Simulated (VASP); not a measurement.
Write the native input for VASP 6.6.1 that does the following.

```yaml
Task: single point
Functional: PBE
Potentials_or_basis: VASP PAW PBE potentials, release 64 (Ta_pv, N)
Cutoff: 520 eV
k_mesh: 26 × 26 × 26
Occupations: gaussian, width 0.15 eV
Spin: no spin polarisation
Dipole_correction: no
Further_INCAR_settings: ALGO = Normal; EDIFF = 1e-07; NBANDS = 15
```

The structure of TaN lies in POSCAR:

```
TaN
1.0
    0.0000000000      2.2086347786      2.2086347786
    2.2086347786      0.0000000000      2.2086347786
    2.2086347786      2.2086347786      0.0000000000
Ta N
1 1
Direct
    0.5000000000      0.5000000000      0.5000000000
    0.0000000000      0.0000000000      0.0000000000
```

The input as run:

INCAR

```
SYSTEM = TaN
PREC = Accurate
ENCUT = 520
EDIFF = 1E-7
ISMEAR = 0
SIGMA = 0.15
LREAL = .FALSE.
LASPH = .TRUE.
NELM = 100
ALGO = Normal
ISIF = 2
LWAVE = .FALSE.
LCHARG = .TRUE.
GGA = PE
LELF = .TRUE.
LVHAR = .TRUE.
NBANDS = 15
```

KPOINTS

```
regular mesh
0
G
  26 26 26
  0 0 0
```

Potentials or basis: VASP PAW PBE potentials, release 64 (Ta_pv, N).

Command:

```bash
$ cat potpaw_PBE.64/Ta_pv/POTCAR potpaw_PBE.64/N/POTCAR > POTCAR
$ mpirun -np 1 vasp_std > vasp.out
```

Results of the run:

* Pressure: 0.7 GPa
* Band gap on the k mesh: zero (bands 8 and 9 overlap by 3.93 eV)

Caveat: spin-orbit coupling is left out, which moves the levels of the heavy elements.

It took 85 s on 1 thread of Intel(R) Xeon(R) Platinum 8488C (Sapphire Rapids), with other jobs on the host, peak memory 0.28 GiB.
